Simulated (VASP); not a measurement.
C, 4 atoms in the cell. It takes space group P6_3/mmc (No. 194, hexagonal). Conventional cell: a = 2.520 Å, b = 2.520 Å, c = 4.120 Å, α = 90.00°, β = 90.00°, γ = 120.00°. Within 2.1 Å of C (site symmetry 3m) lie 4 C at 1.54 Å. 

```yaml
Program: VASP 6.6.1
Task: relaxation of cell and atoms
Functional: revPBE
Potentials_or_basis: VASP PAW PBE potentials, release 64 (C)
Cutoff: 600 eV
k_mesh: 8 × 8 × 4
Occupations: fermi-dirac, width 0.05 eV
Spin: no spin polarisation
Dipole_correction: no
Further_INCAR_settings: ALGO = Normal; EDIFF = 1e-06; IBRION = 2; EDIFFG = -0.01; NSW = 80; ISIF = 3
```

Potentials or basis: VASP PAW PBE potentials, release 64 (C).

Command:

```bash
$ cat potpaw_PBE.64/C/POTCAR > POTCAR
$ mpirun -np 1 vasp_std > vasp.out
```

Hardware: 1 thread of Intel(R) Xeon(R) 6975P-C (Granite Rapids) (shared host).

Task: How long does it take, and how much memory?

Result: Run time: 11 s on 1 thread of Intel(R) Xeon(R) 6975P-C (Granite Rapids), on a shared host, peak memory 0.13 GiB. Counts: scf iterations 28, k points 30, ion steps 4.
